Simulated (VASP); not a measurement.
A run of VASP 6.6.1:

File POSCAR:

```
YZn
1.0
    3.4915314500      0.0000000000      0.0000000000
    0.0000000000      3.4915314500      0.0000000000
    0.0000000000      0.0000000000      3.4915314500
Y Zn
1 1
Direct
    0.0000000000      0.0000000000      0.0000000000
    0.5000000000      0.5000000000      0.5000000000
```

Contents of INCAR.step1:

```
ALGO = Normal
EDIFF = 1E-4
ENCUT = 520
GGA = PE
ISMEAR = -1
LASPH = T
LCHARG = F
LREAL = F
LWAVE = T
NBANDS = 18
NELM = 60
PREC = Accurate
SIGMA = 0.1
```

Contents of INCAR.step2:

```
ALGO = Normal
EDIFF = 1E-6
ENCUT = 520
ISIF = 2
ISMEAR = -1
ISTART = 1
LASPH = T
LCHARG = F
LMIXTAU = T
LREAL = F
LWAVE = F
METAGGA = R2SCAN
NBANDS = 18
NELM = 60
PREC = Accurate
SIGMA = 0.1
```

File KPOINTS:

```
k-points
0
Gamma
  9 9 9
```

Potentials or basis: VASP PAW PBE potentials, release 64 (Y_sv, Zn).

Run with:

```bash
$ cat potpaw_PBE.64/Y_sv/POTCAR potpaw_PBE.64/Zn/POTCAR > POTCAR
$ cp INCAR.step1 INCAR
$ mpirun -np 1 vasp_std > vasp.out
$ cp INCAR.step2 INCAR
$ mpirun -np 1 vasp_std > vasp.out
```

Hardware: 1 thread of Intel(R) Xeon(R) Platinum 8559C (Emerald Rapids) (shared host).

Problem. Estimate the wall time of this run.

Solution. It took 56 s on 1 thread of Intel(R) Xeon(R) Platinum 8559C (Emerald Rapids) (shared host), peak memory 0.2 GiB. Counts: k points 35.
